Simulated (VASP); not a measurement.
# CdHg3Se4: single point with PBE

Crystal: CdHg3Se4.

```
Cd Hg Se
1.0
    -4.42098    0.00000    0.00000
     0.00000    4.41643    6.23479
     0.00000    4.41643   -6.23479
Cd Hg Se
1 3 4
Direct
  0.50000 0.49939 0.50061
  0.00000 0.49965 0.99971
  0.00000 0.00029 0.50035
  0.50000 0.00042 0.99958
  0.00000 0.87524 0.12476
  0.00000 0.37646 0.62354
  0.50000 0.37581 0.12726
  0.50000 0.87274 0.62419
```

- Program: VASP 6.6.1
- Task: single point
- Functional: PBE
- Potentials or basis: VASP PAW PBE potentials, release 64 (Cd, Hg, Se)
- Cutoff: 520 eV
- k mesh: 6 × 4 × 4
- Occupations: gaussian, width 0.2 eV
- Spin: no spin polarisation

```
Pressure : 0.2 GPa
```

Levels at points of the mesh, in eV from the Fermi level:
```tsv
k point	band 32	band 33	band 34	band 35	band 36	band 37	band 38	band 39	band 40	band 41
(0.00, 0.00, 0.00)	-0.90	-0.86	-0.82	-0.14	-0.13	-0.13	1.04	1.45	2.86	3.06
(0.50, 0.00, 0.00)	-2.25	-2.12	-2.11	-0.99	-0.88	2.32	2.55	3.33	3.97	5.06
(0.00, 0.50, 0.00)	-1.46	-0.64	-0.63	-0.47	-0.46	1.00	1.25	2.56	2.93	4.55
(0.50, 0.50, 0.00)	-2.04	-1.61	-1.49	-1.45	-1.44	2.45	2.57	2.57	3.27	4.54
(0.00, 0.50, 0.50)	-1.24	-1.10	-1.10	-0.94	-0.88	2.07	2.14	2.31	2.88	3.70
(0.50, 0.50, 0.50)	-1.99	-0.98	-0.94	-0.89	-0.86	1.04	1.39	2.52	3.06	3.07
```

It took 2.8 min on 1 thread of AMD EPYC 9R45 96-Core Processor (Zen 5), with other jobs on the host, peak memory 0.49 GiB.

Caveat: spin-orbit coupling is left out, which moves the levels of the heavy elements.
